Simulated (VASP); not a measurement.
Wanted: the native input for a VASP 6.6.1 run.

- Task: single point
- Functional: PBEsol
- Potentials or basis: VASP PAW PBE potentials, release 64 (W_sv)
- Cutoff: 520 eV
- k mesh: 9 × 6 × 6
- Occupations: fermi-dirac, width 0.05 eV
- Spin: no spin polarisation
- Dipole correction: no
- Further INCAR settings: ALGO = Fast; EDIFF = 1e-06; NBANDS = 36

The structure of W lies in POSCAR:

```
W
1.0
    2.7523058654      0.0000000000      0.0000000000
    0.0000000000      4.7645794866      0.0000000000
    0.0000000000      0.0000000000      4.8231832256
W
4
Direct
    0.7931720000      0.9368430000      0.7500000000
    0.2068280000      0.4368430000      0.7500000000
    0.2068280000      0.0631570000      0.2500000000
    0.7931720000      0.5631570000      0.2500000000
```

This cell differs from its parent crystal: volume scaled by 0.94.

One way to write it, as run:

INCAR

```
SYSTEM = W
ALGO     = Fast           ! electronic algorithm
EDIFF    = 1E-6           ! SCF threshold, eV
ENCUT    = 520            ! plane-wave cutoff, eV
GGA      = PS             ! functional
ISIF     = 2              ! what is computed and relaxed
ISMEAR   = -1             ! smearing method
LASPH    = .TRUE.         ! aspherical terms in the spheres
LCHARG   = .TRUE.         ! write CHGCAR
LELF     = .TRUE.         ! ELF
LREAL    = .FALSE.        ! projectors in reciprocal space
LVHAR    = .TRUE.       
LWAVE    = .FALSE.        ! write WAVECAR
NBANDS   = 36             ! bands
NELM     = 60             ! most SCF steps
PREC     = Accurate       ! precision mode
SIGMA    = 0.05           ! smearing width, eV
```

KPOINTS

```
k-points
0
G
  9 6 6
  0 0 0
```

Potentials or basis: VASP PAW PBE potentials, release 64 (W_sv).

The run is started by

```sh
$ cat potpaw_PBE.64/W_sv/POTCAR > POTCAR
$ mpirun -np 1 vasp_std > vasp.out
```

Results of the run:

```yaml
Pressure: 8.0 GPa
Largest_force: 0.283 eV/Å
Band_gap_on_the_k_mesh: zero (band 28 reaches 12.02 eV, above the bottom of band 29 at 10.65 eV)
```

Caveat: the PAW data sets were made with another functional, which shifts forces and pressure a little; spin-orbit coupling is left out, which moves the levels of the heavy elements.

It took 73 s on 1 thread of Intel(R) Xeon(R) 6975P-C (Granite Rapids) (shared host), peak memory 0.24 GiB.
